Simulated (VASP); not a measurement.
# TiO2 (R-3m) in VASP: further runs, part 2 of 2

VASP 6.6.1. Earlier steps stand in the parts before.

### Step 3. Single point, r2SCAN

This run uses another cell than the first one, of 19.16 Å³/atom.

Contents of POSCAR:

```
TiO2
1.0
    1.5266980925      0.8814395546      7.1184721853
   -1.5266980925      0.8814395546      7.1184721853
    0.0000000000     -1.7628791093      7.1184721853
Ti O
1 2
Direct
    0.0000000000      0.0000000000      0.0000000000
    0.3795330000      0.3795330000      0.3795330000
    0.6204670000      0.6204670000      0.6204670000
```

Contents of INCAR.step1:

```
SYSTEM = TiO2
PREC     = Accurate       ! precision mode
ENCUT    = 520            ! plane-wave cutoff, eV
ISMEAR   = -1             ! smearing method
SIGMA    = 0.05           ! smearing width, eV
LREAL    = .FALSE.        ! projectors in reciprocal space
LASPH    = .TRUE.         ! aspherical terms in the spheres
NELM     = 100            ! most SCF steps
NBANDS   = 19             ! bands
GGA      = PE             ! functional
ALGO     = Normal         ! electronic algorithm
EDIFF    = 1E-4           ! SCF threshold, eV
LWAVE    = .TRUE.         ! write WAVECAR
LCHARG   = .FALSE.        ! write CHGCAR
```

Contents of INCAR.step2:

```
SYSTEM = TiO2
PREC     = Accurate       ! precision mode
ENCUT    = 520            ! plane-wave cutoff, eV
EDIFF    = 1E-6           ! SCF threshold, eV
ISMEAR   = -1             ! smearing method
SIGMA    = 0.05           ! smearing width, eV
LREAL    = .FALSE.        ! projectors in reciprocal space
LASPH    = .TRUE.         ! aspherical terms in the spheres
NELM     = 100            ! most SCF steps
ALGO     = Normal         ! electronic algorithm
ISIF     = 2              ! what is computed and relaxed
LWAVE    = .FALSE.        ! write WAVECAR
LCHARG   = .TRUE.         ! write CHGCAR
METAGGA  = R2SCAN         ! meta-GGA
LMIXTAU  = .TRUE.       
LELF     = .TRUE.         ! ELF
LVHAR    = .TRUE.       
NBANDS   = 19             ! bands
ISTART   = 1
```

Contents of KPOINTS:

```
regular mesh
0
G
  10 10 10
  0 0 0
```

Potentials or basis: VASP PAW PBE potentials, release 64 (Ti_sv, O).

On the command line:

```bash
> cat potpaw_PBE.64/Ti_sv/POTCAR potpaw_PBE.64/O/POTCAR > POTCAR
> cp INCAR.step1 INCAR
> mpirun -np 1 vasp_std > vasp.out
> cp INCAR.step2 INCAR
> mpirun -np 1 vasp_std > vasp.out
```

Wall time 33 min (1 thread of AMD EPYC 9R45 (Zen 5), shared host); peak memory 0.48 GiB.

It converged, with:

```yaml
Free_energy: -34.2523 eV
Pressure: -9.2 GPa
Largest_force: 1.137 eV/Å
Band_gap_on_the_k_mesh: 2.89 eV (least direct gap 3.12 eV)
```

Forces on the atoms (eV/Å):
```
Ti   0.000  0.000  0.000
O    0.000  0.000 -1.137
O    0.000  0.000  1.137
```

Stress tensor (GPa, compression positive):
```
-10.53   0.00   0.00
  0.00 -10.53   0.00
  0.00   0.00  -6.45
```

Levels at points of the mesh, in eV from the valence-band top:
```tsv
k point	band 8	band 9	band 10	band 11	band 12	band 13	band 14	band 15	band 16	band 17
(0.00, 0.00, 0.00)	-3.49	-3.45	-0.52	-0.23	-0.23	2.89	2.89	4.44	6.70	6.70
(0.50, 0.00, 0.00)	-2.70	-2.52	-1.59	-1.26	-0.63	3.09	3.84	3.89	6.07	6.57
(0.50, 0.50, 0.00)	-2.70	-2.52	-1.59	-1.26	-0.62	3.09	3.84	3.89	6.07	6.57
(0.50, 0.50, 0.50)	-3.49	-3.43	-0.57	-0.23	-0.23	2.89	2.89	4.45	6.70	6.70
```

Caveat: the cell stands under tension; the PAW data sets were made with another functional, which shifts forces and pressure a little. A k mesh can miss the band edges.

### Step 4. Single point, PBEsol

Contents of INCAR:

```
SYSTEM = TiO2
ALGO = Normal
EDIFF = 1E-6
ENCUT = 520
GGA = PS
ISIF = 2
ISMEAR = -1
LASPH = .TRUE.
LCHARG = .FALSE.
LREAL = .FALSE.
LWAVE = .FALSE.
NBANDS = 19
NELM = 80
PREC = Accurate
SIGMA = 0.05
```

Contents of KPOINTS:

```
k-points
0
G
  14 14 14
  0 0 0
```

Contents of POSCAR:

```
TiO2
1.0
    1.4973312015      0.8644845722      6.9815443949
   -1.4973312015      0.8644845722      6.9815443949
    0.0000000000     -1.7289691445      6.9815443949
Ti O
1 2
Direct
    0.0000000000      0.0000000000      0.0000000000
    0.3795330000      0.3795330000      0.3795330000
    0.6204670000      0.6204670000      0.6204670000
```

Potentials or basis: VASP PAW PBE potentials, release 64 (Ti_sv, O).

On the command line:

```bash
> cat potpaw_PBE.64/Ti_sv/POTCAR potpaw_PBE.64/O/POTCAR > POTCAR
> mpirun -np 1 vasp_std > vasp.out
```

OUTCAR:

```text
SYSTEM = TiO2
   EDIFF = 1E-6
   ENCUT = 520
   GGA = PS
   ISIF = 2
   ISMEAR = -1
   LASPH = .TRUE.
   LREAL = .FALSE.
   NELM = 80
   PREC = Accurate

 ion  position               nearest neighbor table
   1  0.000  0.000  0.000-   3 1.98   2 1.98   3 1.98   3 1.98   2 1.98   2 1.98
   2  0.380  0.380  0.380-   1 1.98   1 1.98   1 1.98
   3  0.620  0.620  0.620-   1 1.98   1 1.98   1 1.98

  LATTYP: Found a trigonal (rhomboedric) cell.
 ALAT       =     7.1924471802
 COS(alpha) =     0.9133213014

  Lattice vectors:

 A1 = (   1.4973312015,   0.8644845722,   6.9815443949)
[... 699 lines left out ...]
      6     -17.0464      2.00000
[... 11 lines left out ...]
     18       7.6697      0.00000
     19      10.3019      0.00000

 [... further k-points ...]
[... 5 lines left out ...]
  --------------------------------------------------------------------------------------
  -------------------------------------------------------------------------------------
  Total       -1.5667287     -1.5667287     -0.7930689      0.0000000      0.0000000      0.0000000
  in kB      -46.2941912    -46.2941912    -23.4338488      0.0000000      0.0000000      0.0000000
  external PRESSURE =     -38.6740770 kB  Pullay stress =       0.0000000 kB

 VOLUME and BASIS-vectors are now :
 -----------------------------------------------------------------------------
  energy-cutoff  :      520.00
  volume of cell :       54.22
      direct lattice vectors                 reciprocal lattice vectors
     1.497331201  0.864484572  6.981544395     0.333927457  0.192793107  0.047744928
    -1.497331201  0.864484572  6.981544395    -0.333927457  0.192793107  0.047744928
     0.000000000 -1.728969144  6.981544395     0.000000000 -0.385586214  0.047744928

 POSITION                                       TOTAL-FORCE (eV/Angst)
 -----------------------------------------------------------------------------------
      0.00000      0.00000      0.00000         0.000000      0.000000      0.000000
      0.00000     -0.00000      7.94918         0.000000      0.000000     -0.384847
      0.00000     -0.00000     12.99545         0.000000     -0.000000      0.384847
 -----------------------------------------------------------------------------------
    total drift:                               -0.000000     -0.000000     -0.000000

  FREE ENERGIE OF THE ION-ELECTRON SYSTEM (eV)
  ---------------------------------------------------
  free  energy   TOTEN  =       -27.6312376904 eV

  energy  without entropy=      -27.6312376904  energy(sigma->0) =      -27.63123769
```

OSZICAR:

```text
N       E                     dE             d eps       ncg     rms          rms(c)
DAV:   1     0.267896763257E+03    0.26790E+03   -0.12580E+04 10952   0.130E+03
DAV:   2    -0.805171953753E+01   -0.27595E+03   -0.26358E+03 12943   0.378E+02
DAV:   3    -0.342429834914E+02   -0.26191E+02   -0.25939E+02 12698   0.126E+02
DAV:   4    -0.355618246662E+02   -0.13188E+01   -0.13167E+01 16619   0.251E+01
DAV:   5    -0.355826726339E+02   -0.20848E-01   -0.20845E-01 12622   0.312E+00    0.217E+01
DAV:   6    -0.284735651792E+02    0.71091E+01   -0.40772E+01 13118   0.749E+01    0.968E+00
DAV:   7    -0.278429649179E+02    0.63060E+00   -0.11224E+01 12043   0.302E+01    0.702E+00
DAV:   8    -0.276504729804E+02    0.19249E+00   -0.15942E+00 11229   0.147E+01    0.181E+00
DAV:   9    -0.276663102559E+02   -0.15837E-01   -0.14594E-01 14296   0.309E+00    0.183E+00
DAV:  10    -0.276346401618E+02    0.31670E-01   -0.79396E-02 11703   0.320E+00    0.781E-01
DAV:  11    -0.276310304504E+02    0.36097E-02   -0.26079E-02 12082   0.179E+00    0.145E-01
DAV:  12    -0.276312483497E+02   -0.21790E-03   -0.33009E-03 11099   0.755E-01    0.131E-01
DAV:  13    -0.276312683858E+02   -0.20036E-04   -0.72386E-04 11007   0.215E-01    0.418E-02
DAV:  14    -0.276312579906E+02    0.10395E-04   -0.20045E-04 12707   0.145E-01    0.456E-02
DAV:  15    -0.276312382269E+02    0.19764E-04   -0.11053E-04 11142   0.126E-01    0.835E-03
DAV:  16    -0.276312376904E+02    0.53659E-06   -0.71724E-06 13417   0.263E-02
   1 F= -.27631238E+02 E0= -.27631238E+02  d E =-.380056E-11
```

stdout:

```text
POSCAR found type information on POSCAR TiO
 POSCAR found :  2 types and       3 ions
 scaLAPACK will be used
 -----------------------------------------------------------------------------
|                                                                             |
|                                                                             |
|     You enforced a specific xc type in the INCAR file but a different       |
|     I HOPE YOU KNOW WHAT YOU ARE DOING!                                     |
|                                                                             |
 -----------------------------------------------------------------------------

 LDA part: xc-table for (Slater+PW92), standard interpolation
 POSCAR, INCAR and KPOINTS ok, starting setup
 FFT: planning ... GRIDC
 FFT: planning ... GRID_SOFT
 FFT: planning ... GRID
 WAVECAR not read
 entering main loop
```

Wall time 15 min (1 thread of AMD EPYC 9R45 (Zen 5), shared host); peak memory 0.54 GiB.

What came out:

```
Free energy            : -27.6312 eV
Pressure               : -3.9 GPa
Largest force          : 0.385 eV/Å
Band gap on the k mesh : 2.63 eV (least direct gap 2.83 eV)
```

Forces in eV/Å, atoms in the order of the input:
```
Ti   0.000  0.000  0.000
O    0.000  0.000 -0.385
O    0.000  0.000  0.385
```

Caveat: the cell stands under tension; the PAW data sets were made with another functional, which shifts forces and pressure a little.

### Step 5. The runs side by side

```tsv
level	cell	k mesh	gap on the mesh (eV)	pressure (GPa)	largest force (eV/Å)
PBEsol	a = 7.192 Å, angles 24.0°, 3 atoms	12 × 12 × 12	2.65	-3.9	0.38
r2SCAN	a = 7.334 Å, angles 24.0°, 3 atoms	10 × 10 × 10	2.89	-9.2	1.14
PBEsol	a = 7.192 Å, angles 24.0°, 3 atoms	14 × 14 × 14	2.63	-3.9	0.38
```

Alike in all rows: task single point; potentials or basis VASP PAW PBE potentials, release 64 (Ti_sv, O); no spin polarisation; cutoff (eV) 520; smearing fermi-dirac 0.05 eV.

Caveats: the cell stands under tension; the PAW data sets were made with another functional, which shifts forces and pressure a little.

Absolute energies hang on the potentials; compare differences alone.
